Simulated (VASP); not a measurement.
# SiNi (P2_12_12_1) in VASP: a series of runs

SiNi is run at these levels: PBEsol; tasks: single point.

Everything below comes from runs of VASP 6.6.1. Logs are shortened: lines on timing, memory, paths and dates and some standing lists are left out, and cuts for length are marked.

### 1 The cell of the first run

Symmetry: P2_12_12_1, No. 19, orthorhombic system. Conventional cell: a = 4.111 Å, b = 4.111 Å, c = 4.468 Å, α = 90.00°, β = 90.00°, γ = 90.00°. Within 2.9 Å of Si (site symmetry 1) lie 7 Ni at 2.19 to 2.40 Å and 6 Si at 2.56 to 2.69 Å. Within 2.9 Å of Ni (site symmetry 1) lie 7 Si at 2.19 to 2.40 Å and 6 Ni at 2.56 to 2.68 Å.

### 2 Single point, PBEsol (strain -0.080 along x and y, +0.000 along z)

INCAR

```
ALGO = Normal ; EDIFF = 1E-6
ENCUT = 520 ; GGA = PS
ISIF = 2 ; ISMEAR = 0
LASPH = True ; LCHARG = True
LELF = True ; LREAL = False
LVHAR = True ; LWAVE = False
NBANDS = 38 ; NELM = 80
PREC = Accurate ; SIGMA = 0.15
```

KPOINTS

```
k-points
0
Gamma
  10 10 10
```

POSCAR

```
SiNi
1.0
    4.1105388466      0.0000000000      0.0000000000
    0.0000000000      4.1105388466      0.0000000000
    0.0000000000      0.0000000000      4.4679770072
Si Ni
4 4
Direct
    0.8464645187      0.8464645187      0.8464645187
    0.6535354813      0.1535354813      0.3464645187
    0.3464645187      0.6535354813      0.1535354813
    0.1535354813      0.3464645187      0.6535354813
    0.1489904732      0.1489904732      0.1489904732
    0.3510095268      0.8510095268      0.6489904732
    0.6489904732      0.3510095268      0.8510095268
    0.8510095268      0.6489904732      0.3510095268
```

Potentials or basis: VASP PAW PBE potentials, release 64 (Si, Ni).

Command:

```sh
> cat potpaw_PBE.64/Si/POTCAR potpaw_PBE.64/Ni/POTCAR > POTCAR
> mpirun -np 1 vasp_std > vasp.out
```

OUTCAR:

```text
EDIFF = 1E-6
   ENCUT = 520
   GGA = PS
   ISIF = 2
   ISMEAR = 0
   LASPH = True
   LREAL = False
   NELM = 80
   PREC = Accurate

 ion  position               nearest neighbor table
   1  0.846  0.846  0.846-   7 2.19   5 2.22   6 2.22   7 2.23   6 2.25   8 2.36   8 2.40   4 2.56
                             4 2.56   3 2.60   3 2.60   2 2.69   2 2.69
   2  0.654  0.154  0.346-   8 2.19   6 2.22   5 2.22   8 2.23   5 2.25   7 2.36   7 2.40   3 2.56
                             3 2.56   4 2.60   4 2.60   1 2.69   1 2.69
   3  0.346  0.654  0.154-   5 2.19   7 2.22   8 2.22   5 2.23   8 2.25   6 2.36   6 2.40   2 2.56
                             2 2.56   1 2.60   1 2.60   4 2.69   4 2.69
   4  0.154  0.346  0.654-   6 2.19   8 2.22   7 2.22   6 2.23   7 2.25   5 2.36   5 2.40   1 2.56
                             1 2.56   2 2.60   2 2.60   3 2.69   3 2.69
   5  0.149  0.149  0.149-   3 2.19   1 2.22   2 2.22   3 2.23   2 2.25   4 2.36   4 2.40   8 2.56
                             8 2.56   7 2.59   7 2.59   6 2.68   6 2.68
   6  0.351  0.851  0.649-   4 2.19   2 2.22   1 2.22   4 2.23   1 2.25   3 2.36   3 2.40   7 2.56
                             7 2.56   8 2.59   8 2.59   5 2.68   5 2.68
   7  0.649  0.351  0.851-   1 2.19   3 2.22   4 2.22   1 2.23   4 2.25   2 2.36   2 2.40   6 2.56
                             6 2.56   5 2.59   5 2.59   8 2.68   8 2.68
   8  0.851  0.649  0.351-   2 2.19   4 2.22   3 2.22   2 2.23   3 2.25   1 2.36   1 2.40   5 2.56
                             5 2.56   6 2.59   6 2.59   7 2.68   7 2.68

  LATTYP: Found a simple tetragonal cell.
 ALAT       =     4.1105388466
 C/A-ratio  =     1.0869565217

  Lattice vectors:

 A1 = (   4.1105388466,   0.0000000000,   0.0000000000)
 A2 = (   0.0000000000,   4.1105388466,   0.0000000000)
 A3 = (   0.0000000000,   0.0000000000,   4.4679770072)

Analysis of symmetry for initial positions (statically):
=====================================================================
 Subroutine PRICEL returns:
 Original cell was already a primitive cell.

 Routine SETGRP: Setting up the symmetry group for a
 simple tetragonal supercell.

 Subroutine GETGRP returns: Found  4 space group operations
 (whereof  1 operations were pure point group operations)
 out of a pool of 16 trial point group operations.

The static configuration has the point symmetry C_1 .
 The point group associated with its full space group is D_2 .

Analysis of symmetry for dynamics (positions and initial velocities):
=====================================================================
 Subroutine PRICEL returns:
 Original cell was already a primitive cell.

 Routine SETGRP: Setting up the symmetry group for a
 simple tetragonal supercell.

 Subroutine GETGRP returns: Found  4 space group operations
 (whereof  1 operations were pure point group operations)
 out of a pool of 16 trial point group operations.

The dynamic configuration has the point symmetry C_1 .
 The point group associated with its full space group is D_2 .

 Subroutine INISYM returns: Found  4 space group operations
 (whereof  1 operations are pure point group operations),
 and found     1 'primitive' translations

----------------------------------------------------------------------------------------

                                     Primitive cell

  volume of cell :      75.4933

  direct lattice vectors                    reciprocal lattice vectors
     4.110538847  0.000000000  0.000000000     0.243277107  0.000000000  0.000000000
     0.000000000  4.110538847  0.000000000     0.000000000  0.243277107  0.000000000
     0.000000000  0.000000000  4.467977007     0.000000000  0.000000000  0.223814939

  length of vectors
     4.110538847  4.110538847  4.467977007     0.243277107  0.243277107  0.223814939

  position of ions in fractional coordinates (direct lattice)
     0.846464519  0.846464519  0.846464519
     0.653535481  0.153535481  0.346464519
     0.346464519  0.653535481  0.153535481
     0.153535481  0.346464519  0.653535481
     0.148990473  0.148990473  0.148990473
     0.351009527  0.851009527  0.648990473
     0.648990473  0.351009527  0.851009527
     0.851009527  0.648990473  0.351009527

  ion indices of the primitive-cell ions
   primitive index   ion index
                 1           1
                 2           2
                 3           3
                 4           4
                 5           5
                 6           6
                 7           7
                 8           8

----------------------------------------------------------------------------------------

 KPOINTS: k-points

Automatic generation of k-mesh.
 Grid dimensions read from file:
 generate k-points for:   10   10   10

 Generating k-lattice:

  Cartesian coordinates                     Fractional coordinates (reciprocal lattice)
     0.024327711  0.000000000  0.000000000     0.100000000  0.000000000  0.000000000
[... 73 lines left out ...]
   LEPSILON=     F    determine dielectric tensor
   LRPA    =     F    only Hartree local field effects (RPA)
 non-spin polarized calculation
 Gauss-broadening in eV      SIGMA  =   0.15
  energy-cutoff  :      520.00
  volume of cell :       75.49
 maximum number of plane-waves:      2059
   NGX = 15   NGY = 15   NGZ = 17

 number of electron      55.9999956 magnetization

 Free energy of the ion-electron system (eV)
  ---------------------------------------------------
  ext. energy  EPLUGINS =         0.00000000
  ---------------------------------------------------
  free energy    TOTEN  =       -49.49740418 eV

  energy without entropy =      -49.47676102  energy(sigma->0) =      -49.48708260

 E-fermi :  15.2521     XC(G=0): -13.6532

 val. band max:       15.2408860147   @ k =   0.2000   0.0000   0.4000
 cond. band min:      15.2528991510   @ k =   0.3000   0.0000   0.3000
 fundamental gap:      0.0120131364
 Fermi energy:        15.2520543673

 k-point     1 :       0.0000    0.0000    0.0000
  band No.  band energies     occupation
      1      -1.0462      2.00000
      2       4.6903      2.00000
      3       4.9366      2.00000
      4       5.4096      2.00000
      5       7.3573      2.00000
      6       7.5924      2.00000
[... 30 lines left out ...]
     37      20.0567      0.00000
     38      20.2766      0.00000

 k-point     2 :       0.1000    0.0000    0.0000
  band No.  band energies     occupation
      1      -0.9584      2.00000
      2       4.4173      2.00000
      3       4.9877      2.00000
      4       5.4768      2.00000
      5       7.2959      2.00000
      6       7.4097      2.00000
[... 30 lines left out ...]
     37      19.4353      0.00000
     38      20.5262      0.00000

 k-point     3 :       0.0000    0.1000    0.0000
  band No.  band energies     occupation
      1      -0.9582      2.00000
      2       4.5394      2.00000
      3       4.7488      2.00000
      4       5.6343      2.00000
      5       7.0587      2.00000
      6       7.6467      2.00000
[... 30 lines left out ...]
     37      19.3004      0.00000
     38      20.7977      0.00000

 k-point     4 :       0.2000    0.0000    0.0000
  band No.  band energies     occupation
      1      -0.6966      2.00000
      2       3.7152      2.00000
      3       5.1379      2.00000
      4       5.6697      2.00000
      5       7.1137      2.00000
      6       7.5450      2.00000
[... 30 lines left out ...]
     37      19.9338      0.00000
     38      21.1604      0.00000
[... 703 lines left out ...]
      4       6.1374      2.00000
      5       6.8655      2.00000
      6       7.0709      2.00000
[... 30 lines left out ...]
     37      20.4576      0.00000
     38      21.0721      0.00000

 k-point    23 :      -0.2000    0.3000    0.0000
  band No.  band energies     occupation
      1       0.0749      2.00000
      2       3.0703      2.00000
      3       4.5019      2.00000
      4       6.2195      2.00000
      5       6.7284      2.00000
      6       7.0728      2.00000
[... 30 lines left out ...]
     37      20.6053      0.00000
     38      21.0715      0.00000

 k-point    24 :       0.4000    0.2000    0.0000
  band No.  band energies     occupation
      1       0.6540      2.00000
      2       2.1954      2.00000
      3       4.9133      2.00000
      4       5.8932      2.00000
      5       6.9956      2.00000
      6       7.2092      2.00000
[... 30 lines left out ...]
     37      21.2953      0.00000
     38      21.6301      0.00000

 [... further k-points ...]

------------------------ aborting loop because EDIFF is reached ----------------------------------------

  FORCE on cell =-STRESS in cart. coord.  units (eV):
  Direction    XX          YY          ZZ          XY          YZ          ZX
  --------------------------------------------------------------------------------------
  -------------------------------------------------------------------------------------
  Total       27.2633786     27.5886242     18.0694111      0.0000000      0.0000000      0.0000000
  in kB      578.6045090    585.5071235    383.4830198      0.0000000      0.0000000      0.0000000
  external PRESSURE =     515.8648841 kB  Pullay stress =       0.0000000 kB

 VOLUME and BASIS-vectors are now :
 -----------------------------------------------------------------------------
  energy-cutoff  :      520.00
  volume of cell :       75.49
      direct lattice vectors                 reciprocal lattice vectors
     4.110538847  0.000000000  0.000000000     0.243277107  0.000000000  0.000000000
     0.000000000  4.110538847  0.000000000     0.000000000  0.243277107  0.000000000
     0.000000000  0.000000000  4.467977007     0.000000000  0.000000000  0.223814939

 POSITION                                       TOTAL-FORCE (eV/Angst)
 -----------------------------------------------------------------------------------
      3.47943      3.47943      3.78198         0.389709     -0.109088      0.119637
      2.68638      0.63111      1.54800        -0.389709      0.109088      0.119637
      1.42416      2.68638      0.68599         0.389709      0.109088     -0.119637
      0.63111      1.42416      2.91998        -0.389709     -0.109088     -0.119637
      0.61243      0.61243      0.66569        -0.261520      0.374655      0.018830
      1.44284      3.49811      2.89967         0.261520     -0.374655      0.018830
      2.66770      1.44284      3.80229        -0.261520     -0.374655     -0.018830
      3.49811      2.66770      1.56830         0.261520      0.374655     -0.018830
 -----------------------------------------------------------------------------------
    total drift:                               -0.000000      0.000000     -0.000000

  FREE ENERGIE OF THE ION-ELECTRON SYSTEM (eV)
  ---------------------------------------------------
  free  energy   TOTEN  =       -49.4974041754 eV

  energy  without entropy=      -49.4767610237  energy(sigma->0) =      -49.48708260
```

Run time: 3.6 min. Hardware: 1 thread of Intel Xeon 6975P-C (Granite Rapids), shared host; peak memory 0.53 GiB.

Results:

| Item | Value |
| --- | --- |
| Free energy | -49.4974 eV |
| Pressure | 51.6 GPa |
| Largest force | 0.457 eV/Å |
| Band gap on the k mesh | zero (bands 28 and 29 overlap by 1.65 eV) |

Forces on the atoms (eV/Å):
```
Si   0.390 -0.109  0.120
Si  -0.390  0.109  0.120
Si   0.390  0.109 -0.120
Si  -0.390 -0.109 -0.120
Ni  -0.262  0.375  0.019
Ni   0.262 -0.375  0.019
Ni  -0.262 -0.375 -0.019
Ni   0.262  0.375 -0.019
```

Stress tensor (GPa, compression positive):
```
57.86  0.00  0.00
 0.00 58.55  0.00
 0.00  0.00 38.35
```

Levels at points of the mesh, in eV from the Fermi level:
```tsv
k point	band 24	band 25	band 26	band 27	band 28	band 29	band 30	band 31	band 32	band 33
(0.00, 0.00, 0.00)	-3.00	-2.24	-2.19	-2.12	1.18	1.28	1.41	1.48	1.62	2.06
(0.50, 0.00, 0.00)	-2.95	-2.66	-2.66	-0.76	-0.76	-0.47	-0.47	2.83	2.83	3.09
(0.00, 0.50, 0.00)	-2.91	-2.77	-2.77	-1.22	-1.22	0.07	0.07	2.91	2.91	3.36
(0.50, 0.50, 0.00)	-3.46	-2.18	-2.18	-1.53	-1.53	0.27	0.27	0.35	0.35	5.04
(0.00, 0.00, 0.50)	-2.82	-2.59	-2.59	-0.83	-0.83	0.06	0.06	2.63	2.63	3.82
(0.50, 0.00, 0.50)	-3.20	-2.06	-2.06	-1.15	-1.15	0.66	0.66	1.23	1.23	3.61
(0.00, 0.50, 0.50)	-3.21	-2.05	-2.05	-1.23	-1.23	0.81	0.81	1.40	1.40	2.83
(0.50, 0.50, 0.50)	-3.50	-2.40	-2.40	-2.40	-2.40	4.26	4.26	4.26	4.26	5.36
```

Caveat: the cell differs from its parent crystal (strain -0.080 along x and y, +0.000 along z); the cell stands under pressure; the PAW data sets were made with another functional, which shifts forces and pressure a little. Spin polarisation is off, so any magnetic state and its effect on volume and gap are missing.

### 3 Single point, PBEsol (strain +0.000 along x and y, -0.080 along z)

INCAR

```
SYSTEM = SiNi
PREC = Accurate
ENCUT = 520
EDIFF = 1E-6
ISMEAR = 0
SIGMA = 0.15
LREAL = .FALSE.
LASPH = .TRUE.
NELM = 100
ALGO = Normal
ISIF = 2
LWAVE = .FALSE.
LCHARG = .FALSE.
GGA = PS
NBANDS = 38
```

KPOINTS

```
Automatic mesh
0
G
  10 10 10
  0 0 0
```

Edit POSCAR of step 2 so:

```diff
@@ -2,5 +2,5 @@
 1.0
-    4.1105388466      0.0000000000      0.0000000000
-    0.0000000000      4.1105388466      0.0000000000
-    0.0000000000      0.0000000000      4.4679770072
+    4.4679770072      0.0000000000      0.0000000000
+    0.0000000000      4.4679770072      0.0000000000
+    0.0000000000      0.0000000000      4.1105388466
 Si Ni
```

Potentials or basis: VASP PAW PBE potentials, release 64 (Si, Ni).

Command:

```sh
> cat potpaw_PBE.64/Si/POTCAR potpaw_PBE.64/Ni/POTCAR > POTCAR
> mpirun -np 1 vasp_std > vasp.out
```

Wall time 8.2 min (1 thread of Intel Xeon Platinum 8375C at 2.90GHz (Ice Lake), shared host); peak memory 0.57 GiB.

It converged, with:

| Item | Value |
| --- | --- |
| Free energy | -50.9125 eV |
| Pressure | 22.3 GPa |
| Largest force | 0.407 eV/Å |
| Band gap on the k mesh | zero (bands 28 and 29 overlap by 1.40 eV) |

Forces on the atoms (eV/Å):
```
Si  -0.093  0.318  0.044
Si   0.093 -0.318  0.044
Si  -0.093 -0.318 -0.044
Si   0.093  0.318 -0.044
Ni   0.284 -0.291  0.002
Ni  -0.284  0.291  0.002
Ni   0.284  0.291 -0.002
Ni  -0.284 -0.291 -0.002
```

Stress tensor (GPa, compression positive):
```
15.81  0.00  0.00
 0.00 16.09  0.00
 0.00  0.00 34.93
```

Levels at points of the mesh, in eV from the Fermi level:
```csv
k point,band 25,band 26,band 27,band 28,band 29,band 30,band 31,band 32
"(0.00, 0.00, 0.00)",-1.96,-1.86,-1.83,1.09,1.11,1.29,1.30,1.75
"(0.50, 0.00, 0.00)",-2.36,-2.36,-0.92,-0.92,0.24,0.24,2.99,2.99
"(0.00, 0.50, 0.00)",-2.20,-2.20,-0.57,-0.57,-0.22,-0.22,2.91,2.91
"(0.50, 0.50, 0.00)",-1.69,-1.69,-0.88,-0.88,0.82,0.82,1.64,1.64
"(0.00, 0.00, 0.50)",-2.38,-2.38,-0.83,-0.83,-0.30,-0.30,2.56,2.56
"(0.50, 0.00, 0.50)",-1.85,-1.85,-1.24,-1.24,0.40,0.40,0.71,0.71
"(0.00, 0.50, 0.50)",-1.83,-1.83,-1.20,-1.20,0.34,0.34,0.59,0.59
"(0.50, 0.50, 0.50)",-2.08,-2.08,-2.08,-2.08,4.24,4.24,4.24,4.24
```

Caveat: the cell differs from its parent crystal (strain +0.000 along x and y, -0.080 along z); the cell stands under pressure; the PAW data sets were made with another functional, which shifts forces and pressure a little. Spin polarisation is off, so any magnetic state and its effect on volume and gap are missing.

### 4 Single point, PBEsol (strain -0.040 along x and y, +0.080 along z)

INCAR

```
SYSTEM = SiNi
ALGO = Normal
EDIFF = 1E-7
ENCUT = 520
GGA = PS
ISIF = 2
ISMEAR = 0
LASPH = .TRUE.
LCHARG = .FALSE.
LREAL = .FALSE.
LWAVE = .FALSE.
NBANDS = 38
NELM = 60
PREC = Accurate
SIGMA = 0.15
```

KPOINTS

```
k-points
0
G
  10 10 10
  0 0 0
```

Edit POSCAR of step 3 so:

```diff
@@ -2,5 +2,5 @@
 1.0
-    4.4679770072      0.0000000000      0.0000000000
-    0.0000000000      4.4679770072      0.0000000000
-    0.0000000000      0.0000000000      4.1105388466
+    4.2892579269      0.0000000000      0.0000000000
+    0.0000000000      4.2892579269      0.0000000000
+    0.0000000000      0.0000000000      4.8254151678
 Si Ni
```

Command:

```sh
> cat potpaw_PBE.64/Si/POTCAR potpaw_PBE.64/Ni/POTCAR > POTCAR
> mpirun -np 1 vasp_std > vasp.out
```

Wall time 4.7 min (1 thread of Intel Xeon 6975P-C (Granite Rapids), shared host); peak memory 0.59 GiB.

The run converged. Its results:

| Property | Result |
| --- | --- |
| Free energy | -51.3205 eV |
| Pressure | 3.6 GPa |
| Largest force | 0.352 eV/Å |
| Band gap on the k mesh | zero (bands 28 and 29 overlap by 1.38 eV) |

Forces on the atoms (eV/Å):
```
Si   0.325 -0.030 -0.020
Si  -0.325  0.030 -0.020
Si   0.325  0.030  0.020
Si  -0.325 -0.030  0.020
Ni  -0.327  0.130 -0.008
Ni   0.327 -0.130 -0.008
Ni  -0.327 -0.130  0.008
Ni   0.327  0.130  0.008
```

Stress tensor (GPa, compression positive):
```
 7.18  0.00  0.00
 0.00  7.78  0.00
 0.00  0.00 -4.21
```

Levels at points of the mesh, in eV from the Fermi level:
```
           k point  band 24  band 25  band 26  band 27  band 28  band 29  band 30  band 31  band 32  band 33
(0.00, 0.00, 0.00)    -2.23    -1.74    -1.69    -1.61     1.06     1.09     1.14     1.15     1.61     1.95
(0.50, 0.00, 0.00)    -2.29    -2.03    -2.03    -0.64    -0.64    -0.30    -0.30     2.52     2.52     2.77
(0.00, 0.50, 0.00)    -2.27    -2.12    -2.12    -0.98    -0.98     0.09     0.09     2.76     2.76     3.08
(0.50, 0.50, 0.00)    -2.72    -1.66    -1.66    -1.24    -1.24     0.11     0.11     0.16     0.16     5.24
(0.00, 0.00, 0.50)    -2.17    -1.92    -1.92    -0.51    -0.51     0.06     0.06     1.99     1.99     3.61
(0.50, 0.00, 0.50)    -2.43    -1.53    -1.53    -0.82    -0.82     0.59     0.59     1.26     1.26     2.93
(0.00, 0.50, 0.50)    -2.44    -1.52    -1.52    -0.87    -0.87     0.61     0.61     1.47     1.47     2.52
(0.50, 0.50, 0.50)    -2.67    -1.85    -1.85    -1.85    -1.85     3.48     3.48     3.48     3.48     4.82
```

Caveat: the cell differs from its parent crystal (strain -0.040 along x and y, +0.080 along z); the cell stands under pressure; the PAW data sets were made with another functional, which shifts forces and pressure a little. Spin polarisation is off, so any magnetic state and its effect on volume and gap are missing.

### 5 Summary

| cell | gap on the mesh (eV) | pressure (GPa) | largest force (eV/Å) |
| --- | --- | --- | --- |
| a = 4.111, b = 4.111, c = 4.468 Å, 8 atoms | none | 51.6 | 0.46 |
| a = 4.468, b = 4.468, c = 4.111 Å, 8 atoms | none | 22.3 | 0.41 |
| a = 4.289, b = 4.289, c = 4.825 Å, 8 atoms | none | 3.6 | 0.35 |

Alike in all rows: task single point; level PBEsol; potentials or basis VASP PAW PBE potentials, release 64 (Si, Ni); no spin polarisation; k mesh 10 × 10 × 10; cutoff (eV) 520; smearing gaussian 0.15 eV.

Caveats: the cell stands under pressure; the PAW data sets were made with another functional, which shifts forces and pressure a little.

Total energies depend on the potentials used, so only differences within one code and one set of settings carry meaning.
